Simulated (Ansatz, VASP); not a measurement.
## One calculation of AlRh2, two programs

```xyz
3
Lattice="4.2965 0.0000 0.0000 -2.1483 3.7209 0.0000 0.0000 0.0000 2.7412" Properties=species:S:1:pos:R:3 pbc="T T T"
Al    0.0000    0.0000    0.0000
Rh    0.0000    2.4806    1.3706
Rh    2.1483    1.2403    1.3706
```

Change from the starting cell: species swapped into the NbB2 type (P6/mmm, No. 191).

Alike in both runs: functional PBE; k mesh 12 × 12 × 16; occupations gaussian, width 0.1 eV; no spin polarisation.

Ansatz relaxed the structure, and its values are those at the end. VASP's run is a single point on that final structure, the one shown.

```csv
,VASP,Ansatz
version,VASP 6.6.1,Ansatz 0.2.0
potentials or method,"VASP PAW PBE potentials, release 64 (Al, Rh_pv), cutoff 520 eV","scalar-relativistic, plane waves, PAW"
valence electrons in the cell,33,37
```

```tsv
	VASP	Ansatz	Ansatz less VASP
gap on the k mesh at the Fermi level (eV)	none	none	-
pressure (GPa)	0.0	0.0	+0.03
```

A gap of «none» marks a metal or a gap that the smearing closes. The functional is the same, so the differences come from potentials, cutoffs and numerics. VASP's potentials hold 33 valence electrons a cell and Ansatz's 37, so a difference there can come from the potentials and not from the codes.
